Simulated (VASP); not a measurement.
# RbAgS2 (P6/mmm) in VASP: relaxation of cell and atoms with PBE

Aim: the relaxation of cell and atoms of RbAgS2 with PBE.

Everything below comes from runs of VASP 6.6.1. Logs are shortened: lines on timing, memory, paths and dates and some standing lists are left out, and cuts for length are marked.

### 1 The cell of the first run

Symmetry: P6/mmm, No. 191, hexagonal system. The conventional cell has a = 4.811 Å, b = 4.811 Å, c = 6.264 Å, α = 90.00°, β = 90.00°, γ = 120.00°. Rb (site symmetry 6/mmm) has 6 S at 2.78 Å and 2 Ag at 3.13 Å within 3.7 Å. Ag (site symmetry 6/mmm) has 2 Rb at 3.13 Å and 12 S at 4.19 Å within 4.2 Å. Within 3.7 Å of S (site symmetry -6m2) lie 3 Rb at 2.78 Å and 3 S at 2.78 Å.

The cell was generated, and may not be a known phase.

### 2 Relaxation of cell and atoms, PBE

INCAR reads:

```
SYSTEM = RbAgS2
PREC     = Accurate       ! precision mode
ENCUT    = 630            ! plane-wave cutoff, eV
EDIFF    = 1E-7           ! SCF threshold, eV
ISMEAR   = 0              ! smearing method
SIGMA    = 0.1            ! smearing width, eV
LREAL    = .False.        ! projectors in reciprocal space
LASPH    = .True.         ! aspherical terms in the spheres
NELM     = 120            ! most SCF steps
ALGO     = Normal         ! electronic algorithm
ISIF     = 3              ! what is computed and relaxed
LWAVE    = .False.        ! write WAVECAR
LCHARG   = .False.        ! write CHGCAR
GGA      = PE             ! functional
IBRION   = 2              ! ionic algorithm
NSW      = 90             ! ionic steps
EDIFFG   = -0.04          ! ionic threshold
GGA_COMPAT= .False.      
NELMIN   = 4
```

KPOINTS reads:

```
Automatic mesh
0
Gamma
  6 6 4
  0 0 0
```

POSCAR reads:

```
RbAgS2
1.0
    4.8114575300      0.0000000000      0.0000000000
   -2.4057287600      4.1668444500      0.0000000000
    0.0000000000      0.0000000000      6.2641452600
Rb Ag S
1 1 2
Direct
    0.0000000000      0.0000000000      0.0000000000
    0.0000000000      0.0000000000      0.5000000000
    0.3333333300      0.6666666700      0.0000000000
    0.6666666700      0.3333333300      0.0000000000
```

Potentials or basis: VASP PAW PBE potentials, release 64 (Rb_sv, Ag_sv_GW, S).

The run is started by

```sh
$ cat potpaw_PBE.64/Rb_sv/POTCAR potpaw_PBE.64/Ag_sv_GW/POTCAR potpaw_PBE.64/S/POTCAR > POTCAR
$ mpirun -np 1 vasp_std > vasp.out
```

OUTCAR:

```text
SYSTEM = RbAgS2
   PREC = Accurate
   ENCUT = 630
   EDIFF = 1E-7
   ISMEAR = 0
   LREAL = .False.
   LASPH = .True.
   NELM = 120
   ISIF = 3
   GGA = PE
   IBRION = 2
   NSW = 90
   EDIFFG = -0.04
   NELMIN = 4

 ion  position               nearest neighbor table
   1  0.000  0.000  0.000-   3 2.78   4 2.78   3 2.78   4 2.78   4 2.78   3 2.78   2 3.13   2 3.13

   2  0.000  0.000  0.500-   1 3.13   1 3.13
   3  0.333  0.667  0.000-   1 2.78   4 2.78   4 2.78   1 2.78   1 2.78   4 2.78
   4  0.667  0.333  0.000-   1 2.78   3 2.78   3 2.78   1 2.78   1 2.78   3 2.78

  LATTYP: Found a hexagonal cell.
 ALAT       =     4.8114575300
 C/A-ratio  =     1.3019225923

  Lattice vectors:

 A1 = (   4.8114575300,   0.0000000000,   0.0000000000)
 A2 = (  -2.4057287600,   4.1668444500,   0.0000000000)
 A3 = (   0.0000000000,   0.0000000000,   6.2641452600)

Analysis of symmetry for initial positions (statically):
=====================================================================
 Subroutine PRICEL returns:
 Original cell was already a primitive cell.

 Routine SETGRP: Setting up the symmetry group for a
 hexagonal supercell.

 Subroutine GETGRP returns: Found 24 space group operations
 (whereof 24 operations were pure point group operations)
 out of a pool of 24 trial point group operations.

The static configuration has the point symmetry D_6h.

Analysis of symmetry for dynamics (positions and initial velocities):
=====================================================================
 Subroutine PRICEL returns:
 Original cell was already a primitive cell.

 Routine SETGRP: Setting up the symmetry group for a
 hexagonal supercell.

 Subroutine GETGRP returns: Found 24 space group operations
 (whereof 24 operations were pure point group operations)
 out of a pool of 24 trial point group operations.

The dynamic configuration has the point symmetry D_6h.

 Subroutine INISYM returns: Found 24 space group operations
 (whereof 24 operations are pure point group operations),
 and found     1 'primitive' translations

----------------------------------------------------------------------------------------

                                     Primitive cell

  volume of cell :     125.5873

  direct lattice vectors                    reciprocal lattice vectors
     4.811457530  0.000000000  0.000000000     0.207837229  0.119994880  0.000000000
    -2.405728760  4.166844450  0.000000000     0.000000000  0.239989760  0.000000000
     0.000000000  0.000000000  6.264145260     0.000000000  0.000000000  0.159638699

  length of vectors
     4.811457530  4.811457527  6.264145260     0.239989760  0.239989760  0.159638699

  position of ions in fractional coordinates (direct lattice)
     0.000000000  0.000000000  0.000000000
     0.000000000  0.000000000  0.500000000
     0.333333330  0.666666670  0.000000000
     0.666666670  0.333333330  0.000000000

  ion indices of the primitive-cell ions
   primitive index   ion index
                 1           1
                 2           2
                 3           3
                 4           4

----------------------------------------------------------------------------------------

 KPOINTS: Automatic mesh

Automatic generation of k-mesh.
 Grid dimensions read from file:
 generate k-points for:    6    6    4

 Generating k-lattice:

  Cartesian coordinates                     Fractional coordinates (reciprocal lattice)
     0.034639538  0.019999147  0.000000000     0.166666667  0.000000000  0.000000000
     0.000000000  0.039998293  0.000000000     0.000000000  0.166666667  0.000000000
     0.000000000  0.000000000  0.039909675     0.000000000  0.000000000  0.250000000

  Length of vectors
     0.039998293  0.039998293  0.039909675

  Shift w.r.t. Gamma in fractional coordinates (k-lattice)
     0.000000000  0.000000000  0.000000000

 Subroutine IBZKPT returns following result:
 ===========================================

 Found     21 irreducible k-points:

 Following reciprocal coordinates:
            Coordinates               Weight
  0.000000  0.000000  0.000000      1.000000
  0.166667  0.000000  0.000000      6.000000
  0.333333  0.000000  0.000000      6.000000
  0.500000  0.000000  0.000000      3.000000
  0.166667  0.166667  0.000000      6.000000
  0.333333  0.166667  0.000000     12.000000
[... 13 lines left out ...]
  0.333333  0.166667  0.500000     12.000000
  0.333333  0.333333  0.500000      2.000000
   k-points           NKPTS =     21   k-points in BZ     NKDIM =     21   number of bands    NBANDS=     24
   number of dos      NEDOS =    301   number of ions     NIONS =      4
   total plane-waves  NPLWV =  86400
   dimension x,y,z NGX =    40 NGY =   40 NGZ =   54
   dimension x,y,z NGXF=    80 NGYF=   80 NGZF=  108
   ions per type =               1   1   2
   NGX,Y,Z   is equivalent  to a cutoff of  13.82, 13.82, 14.33 a.u.
   NGXF,Y,Z  is equivalent  to a cutoff of  27.64, 27.64, 28.66 a.u.
 SYSTEM =  RbAgS2
   PREC   = accura    normal or accurate (medium, high low for compatibility)
   ISTART =      0    job   : 0-new  1-cont  2-samecut
   ICHARG =      2    charge: 1-file 2-atom 10-const
   ISPIN  =      1    spin polarized calculation?
   LNONCOLLINEAR =      F non collinear calculations
   LSORBIT =      F    spin-orbit coupling
   LASPH  =      T    aspherical Exc in radial PAW
   ENCUT  =  630.0 eV  46.30 Ry    6.80 a.u.   9.85  9.85 12.82*2*pi/ulx,y,z
   NELM   =    120;   NELMIN=  4; NELMDL= -5     # of ELM steps
   EDIFF  = 0.1E-06   stopping-criterion for ELM
   LREAL  =      F    real-space projection
   EDIFFG = -.4E-01   stopping-criterion for IOM
   NSW    =     90    number of steps for IOM
   IBRION =      2    ionic relax: 0-MD 1-quasi-New 2-CG
   NFREE  =      1    steps in history (QN), initial steepest desc. (CG)
   ISIF   =      3    stress and relaxation
   ISYM   =      2    0-nonsym 1-usesym 2-fastsym
   POTIM  = 0.5000    time-step for ionic-motion
   TEBEG  =    0.0;   TEEND  =   0.0 temperature during run
   PSTRESS=    0.0 pullay stress
   NELECT =      40.0000    total number of electrons
   NUPDOWN=      -1.0000    fix difference up-down
   EMIN   =  10.00;   EMAX   =-10.00  energy-range for DOS
   EFERMI =   0.00;   METHOD = LEGACY
   ISMEAR =     0;   SIGMA  =   0.10  broadening in eV -4-tet -1-fermi 0-gaus
   EFERMI_NEDOS =   21; number of points for ismear=-14 and -15
   IALGO  =     38    algorithm
   IMIX   =      4    mixing-type and parameters
     AMIX     =   0.40;   BMIX     =  1.00
     AMIX_MAG =   1.60;   BMIX_MAG =  1.00
  volume/ion in A,a.u.               =      31.40       211.88
  Fermi-wavevector in a.u.,A,eV,Ry     =   1.118011  2.112735 17.006596  1.249950
  Thomas-Fermi vector in A             =   2.254639
   LORBIT       =      0    0 simple, 1 ext, 2 COOP (PROOUT), +10 PAW based schemes
   GGA     = PE    functional components
   LHFCALC =     F    Hartree Fock is set to
   AEXX    =    0.0000 exact exchange contribution
   IVDW    =     0    specifies the selected vdW correction
   LEPSILON=     F    determine dielectric tensor
   LRPA    =     F    only Hartree local field effects (RPA)
 conjugate gradient relaxation of ions
 non-spin polarized calculation
 Gauss-broadening in eV      SIGMA  =   0.10
  energy-cutoff  :      630.00
  volume of cell :      125.59
 maximum number of plane-waves:      4533
 NGX is ok and might be reduce to    40
   NGX = 19   NGY = 19   NGZ = 25

--------------------------------------- Ionic step        1  -------------------------------------------

 number of electron      39.9999992 magnetization

 Free energy of the ion-electron system (eV)
  ---------------------------------------------------
  ext. energy  EPLUGINS =         0.00000000
  ---------------------------------------------------
  free energy    TOTEN  =        -5.76198382 eV

  energy without entropy =       -5.74433057  energy(sigma->0) =       -5.75315719

------------------------ aborting loop because EDIFF is reached ----------------------------------------

  FORCE on cell =-STRESS in cart. coord.  units (eV):
  Direction    XX          YY          ZZ          XY          YZ          ZX
  --------------------------------------------------------------------------------------
  -------------------------------------------------------------------------------------
  Total        6.9215583      6.9215582      0.9228673      0.0000000     -0.0000000     -0.0000000
  in kB       88.3016249     88.3016249     11.7734592      0.0000001     -0.0000000     -0.0000000
  external PRESSURE =      62.7922363 kB  Pullay stress =       0.0000000 kB

 VOLUME and BASIS-vectors are now :
 -----------------------------------------------------------------------------
  energy-cutoff  :      630.00
  volume of cell :      125.59
      direct lattice vectors                 reciprocal lattice vectors
     4.811457530  0.000000000  0.000000000     0.207837229  0.119994880  0.000000000
    -2.405728760  4.166844450  0.000000000     0.000000000  0.239989760  0.000000000
     0.000000000  0.000000000  6.264145260     0.000000000  0.000000000  0.159638699

 POSITION                                       TOTAL-FORCE (eV/Angst)
 -----------------------------------------------------------------------------------
      0.00000      0.00000      0.00000         0.000000      0.000000      0.000000
      0.00000      0.00000      3.13207         0.000000      0.000000      0.000000
     -0.00000      2.77790      0.00000         0.000000     -0.000000      0.000000
      2.40573      1.38895      0.00000        -0.000000      0.000000      0.000000
 -----------------------------------------------------------------------------------
    total drift:                               -0.000000     -0.000000      0.000000

  FREE ENERGIE OF THE ION-ELECTRON SYSTEM (eV)
  ---------------------------------------------------
  free  energy   TOTEN  =        -5.7619838164 eV

  energy  without entropy=       -5.7443305650  energy(sigma->0) =       -5.75315719

--------------------------------------- Ionic step        2  -------------------------------------------

 number of electron      39.9999996 magnetization

 E-fermi :   0.0858     XC(G=0):  -7.3565

 val. band max:        0.0637463994   @ k =   0.3333   0.0000   0.0000
 cond. band min:       0.1063628452   @ k =   0.5000   0.0000   0.0000
 fundamental gap:      0.0426164458
 Fermi energy:         0.0858065496

 k-point     1 :       0.0000    0.0000    0.0000
  band No.  band energies     occupation
      1     -91.0856      2.00000
      2     -54.6631      2.00000
      3     -54.5819      2.00000
      4     -54.5819      2.00000
      5     -25.7694      2.00000
      6     -11.9827      2.00000
[... 16 lines left out ...]
     23       5.8401      0.00000
     24       6.2561      0.00000
[... 674 lines left out ...]
 POSITION                                       TOTAL-FORCE (eV/Angst)
 -----------------------------------------------------------------------------------
      5.25492      0.00000     -0.00000        -0.000000     -0.000000     -0.000000
      2.62746      4.55089      3.19115        -0.000000     -0.000000     -0.000000
     -0.00000      3.03393      0.00000        -0.000000     -0.000000      0.000000
      2.62746      1.51696      6.38229         0.000000      0.000000     -0.000000
 -----------------------------------------------------------------------------------
    total drift:                                0.000000     -0.000000     -0.000000

  FREE ENERGIE OF THE ION-ELECTRON SYSTEM (eV)
  ---------------------------------------------------
  free  energy   TOTEN  =        -6.3218978823 eV

  energy  without entropy=       -6.2992649073  energy(sigma->0) =       -6.31058139

--------------------------------------- Ionic step        6  -------------------------------------------

 number of electron      40.0000016 magnetization

 Free energy of the ion-electron system (eV)
  ---------------------------------------------------
  ext. energy  EPLUGINS =         0.00000000
  ---------------------------------------------------
  free energy    TOTEN  =        -6.32730478 eV

  energy without entropy =       -6.30323083  energy(sigma->0) =       -6.31526780

 E-fermi :  -0.1250     XC(G=0):  -7.1858

 val. band max:       -0.1423569175   @ k =   0.3333   0.1667   0.0000
 cond. band min:      -0.1114890534   @ k =   0.5000   0.0000   0.0000
 fundamental gap:      0.0308678641
 Fermi energy:        -0.1250456650

 k-point     1 :       0.0000    0.0000    0.0000
  band No.  band energies     occupation
      1     -91.2605      2.00000
      2     -54.8311      2.00000
      3     -54.7604      2.00000
      4     -54.7604      2.00000
      5     -25.9364      2.00000
      6     -12.1121      2.00000
[... 16 lines left out ...]
     23       5.3477      0.00000
     24       5.9795      0.00000
[... 560 lines left out ...]
 POSITION                                       TOTAL-FORCE (eV/Angst)
 -----------------------------------------------------------------------------------
     -0.00000      0.00000      0.00000         0.000000     -0.000000     -0.000000
      0.00000      0.00000      3.25265         0.000000      0.000000     -0.000000
     -0.00000      3.03223     -0.00000         0.000000      0.000000     -0.000000
      2.62599      1.51612     -0.00000        -0.000000     -0.000000      0.000000
 -----------------------------------------------------------------------------------
    total drift:                               -0.000000     -0.000000      0.000000

  FREE ENERGIE OF THE ION-ELECTRON SYSTEM (eV)
  ---------------------------------------------------
  free  energy   TOTEN  =        -6.3273047833 eV

  energy  without entropy=       -6.3032308258  energy(sigma->0) =       -6.31526780

 reached required accuracy - stopping structural energy minimisation
```

Wall time 5.6 min (1 thread of Intel Xeon 6975P-C (Granite Rapids), shared host); peak memory 0.36 GiB.

What came out:

```yaml
Free_energy: -6.3273 eV
Relaxed_volume: 38.85 Å³/atom
Relaxed_cell: a = 5.252 Å, b = 5.252 Å, c = 6.505 Å, α = 90.00°, β = 90.00°, γ = 120.00°
Space_group_after_relaxing_to_0.1_Å: P6/mmm (No. 191)
Energy_gained_by_relaxing: 141.3 meV/atom
Ionic_steps: 6
Pressure_after_relaxing: 0.0 GPa
Band_gap_on_the_k_mesh: zero (bands 20 and 21 overlap by 0.44 eV)
```

Stress tensor (GPa, compression positive):
```
-0.01  0.00  0.00
 0.00 -0.01  0.00
 0.00  0.00  0.15
```

The path:
```tsv
step	energy change (eV)	largest force (eV/Å)	pressure (GPa)	volume (Å³)
1	0.0000	0.0000	6.28	125.59
2	-0.5529	0.0000	0.52	149.07
3	-0.5566	0.0000	0.07	152.38
4	-0.5569	0.0000	0.16	151.71
5	-0.5599	0.0000	0.13	152.63
6	-0.5653	0.0000	0.04	155.40
```

Final structure:
```
Rb Ag S
1.0
     5.25198    0.00000    0.00000
    -2.62599    4.54835    0.00000
     0.00000    0.00000    6.50529
Rb Ag S
1 1 2
Direct
  0.00000 0.00000 0.00000
  0.00000 0.00000 0.50000
  0.33333 0.66667 0.00000
  0.66667 0.33333 0.00000
```

Caveat: the volume moved by over 15 % at a fixed basis, so the end points are rough.

The gap in the log of VASP goes by the Fermi energy; the results here count the filled bands.